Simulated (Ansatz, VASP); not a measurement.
## K in VASP and in Ansatz

Contents of INCAR:

```
SYSTEM = K
PREC = Accurate
ENCUT = 520
EDIFF = 1E-6
ISMEAR = 0
SIGMA = 0.15
LREAL = .False.
LASPH = .True.
NELM = 80
ALGO = Fast
ISIF = 2
LWAVE = .False.
LCHARG = .True.
GGA = PE
IVDW = 12
LELF = .True.
LVHAR = .True.
NBANDS = 10
```

KPOINTS

```
Automatic mesh
0
Gamma
  12 12 12
  0 0 0
```

File POSCAR:

```
K
1.0
    0.0000000000      3.3409947257      3.2901166335
    3.3409947257      0.0000000000      3.2901166335
    3.3409947257      3.3409947257      0.0000000000
K
1
Direct
    0.0000000000      0.0000000000      0.0000000000
```

Input for Ansatz:

```yaml
crystal:
  lattice:
    - [0.0, 3.3409947257, 3.2901166335]
    - [3.3409947257, 0.0, 3.2901166335]
    - [3.3409947257, 3.3409947257, 0.0]
  atoms:
    - { symbol: K, position: [0.0, 0.0, 0.0] }
basis:
  ecutwfc: 420
kpoints:
  mp_grid: { grid: [12, 12, 12] }
hamiltonian:
  xc: pbe
  dispersion: d3bj
scf:
  occupations: { method: gaussian, width: 0.15 }
output:
  forces: true
  stress: true
  eigenvalues: true
```

Change from the starting cell: strain -0.015 along x and y, -0.030 along z, atoms carried along.

Alike in both runs: task single point; functional PBE; dispersion D3(BJ); k mesh 12 × 12 × 12; occupations gaussian, width 0.15 eV; no spin polarisation.

|  | VASP | Ansatz |
| --- | --- | --- |
| version | VASP 6.6.1 | Ansatz 0.2.0 |
| potentials or method | VASP PAW PBE potentials, release 64 (K_sv), cutoff 520 eV | scalar-relativistic, plane waves, PAW |
| valence electrons in the cell | 9 | 9 |

|  | VASP | Ansatz | Ansatz less VASP |
| --- | --- | --- | --- |
| gap on the k mesh at the Fermi level (eV) | none | none | - |
| pressure (GPa) | -0.2 | -0.2 | 0.00 |

A gap of «none» marks a metal or a gap that the smearing closes.
